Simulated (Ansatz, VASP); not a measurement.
# Two plane-wave programs on Mo2C3

```
Mo C
1.0
     3.98698    0.00000    0.00000
     0.00000    3.98698    0.00000
     0.00000    0.00000    3.98698
Mo C
2 3
Direct
  0.50000 0.50000 0.50000
  0.00000 0.00000 0.00000
  0.00000 0.50000 0.50000
  0.50000 0.00000 0.50000
  0.50000 0.50000 0.00000
```

Alike in both runs: functional PBE; k mesh 10 × 10 × 10; occupations gaussian, width 0.1 eV; collinear spin.

Ansatz relaxed the structure, and its values are those at the end. VASP's run is a single point on that final structure, the one shown.

|  | VASP | Ansatz |
| --- | --- | --- |
| version | VASP 6.6.1 | Ansatz 0.2.0 |
| potentials or method | VASP PAW PBE potentials, release 64 (Mo_sv, C), cutoff 520 eV | scalar-relativistic, plane waves, PAW |
| valence electrons in the cell | 40 | 40 |

```tsv
	VASP	Ansatz	Ansatz less VASP
gap on the k mesh at the Fermi level (eV)	none	none	-
pressure (GPa)	-3.7	0.0	+3.74
net moment per atom (μB)	0.00	0.38	+0.378
size of the moment on the site where the two differ most (μB)	0.00	1.96	+1.962
```

The net moments are unlike, so the other rows may belong to different states. Site moments also hang on the region over which each program counts them. A gap of «none» marks a metal or a gap that the smearing closes.
